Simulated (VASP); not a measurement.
A run of VASP 6.6.1 is set up as follows.

INCAR

```
SYSTEM = TaN
PREC = Accurate
ENCUT = 520
EDIFF = 1E-6
ISMEAR = 0
SIGMA = 0.015
LREAL = .False.
LASPH = .True.
NELM = 80
ALGO = Normal
ISIF = 2
LWAVE = .False.
LCHARG = .False.
GGA = PE
NBANDS = 24
```

Contents of KPOINTS:

```
Automatic mesh
0
Gamma
  10 10 5
  0 0 0
```

Contents of POSCAR:

```
TaN
1.0
    2.9217699809      0.0000000000      0.0000000000
   -1.4608849905      2.5303270275      0.0000000000
    0.0000000000      0.0000000000      5.9165150000
Ta N
2 2
Direct
    0.0000000000      0.0000000000      0.5000000000
    0.0000000000      0.0000000000      0.0000000000
    0.3333333333      0.6666666667      0.2500000000
    0.6666666667      0.3333333333      0.7500000000
```

Potentials or basis: VASP PAW PBE potentials, release 64 (Ta_pv, N).

The run is started by

```console
$ cat potpaw_PBE.64/Ta_pv/POTCAR potpaw_PBE.64/N/POTCAR > POTCAR
$ mpirun -np 1 vasp_std > vasp.out
```

Question: What does it give for the band gap on the k mesh?

Answer: Zero (band 16 reaches 8.71 eV, above the bottom of band 17 at 7.89 eV).

Question: Estimate the pressure.

Answer: -0.4 GPa.

Stress tensor (GPa, compression positive):
```
-0.46  0.00  0.00
 0.00 -0.46  0.00
 0.00  0.00 -0.23
```

Caveat: spin-orbit coupling is left out, which moves the levels of the heavy elements.
